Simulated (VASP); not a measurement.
Ag, 1 atom in the cell. It takes space group Fm-3m (No. 225, cubic). Conventional cell: a = 4.229 Å, b = 4.229 Å, c = 4.229 Å, α = 90.00°, β = 90.00°, γ = 90.00°. Ag (site symmetry m-3m) has 12 Ag at 2.99 Å within 3.9 Å. 

- Program: VASP 6.6.1
- Task: single point
- Functional: PBE
- Potentials or basis: VASP PAW PBE potentials, release 64 (Ag)
- Cutoff: 520 eV
- k mesh: 23 × 23 × 23
- Occupations: fermi-dirac, width 0.0612256 eV
- Spin: no spin polarisation
- Dipole correction: no
- Further INCAR settings: ALGO = Normal; EDIFF = 1e-07; NBANDS = 12

Potentials or basis: VASP PAW PBE potentials, release 64 (Ag).

Run with:

```console
$ cat potpaw_PBE.64/Ag/POTCAR > POTCAR
$ mpirun -np 1 vasp_std > vasp.out
```

Hardware: 1 thread of Intel(R) Xeon(R) Platinum 8559C (Emerald Rapids), with other jobs on the host.

Task: Estimate the wall time of this run.

Result: It took 25 s on 1 thread of Intel(R) Xeon(R) Platinum 8559C (Emerald Rapids) (shared host), peak memory 0.2 GiB. Counts: scf iterations 12, k points 364.
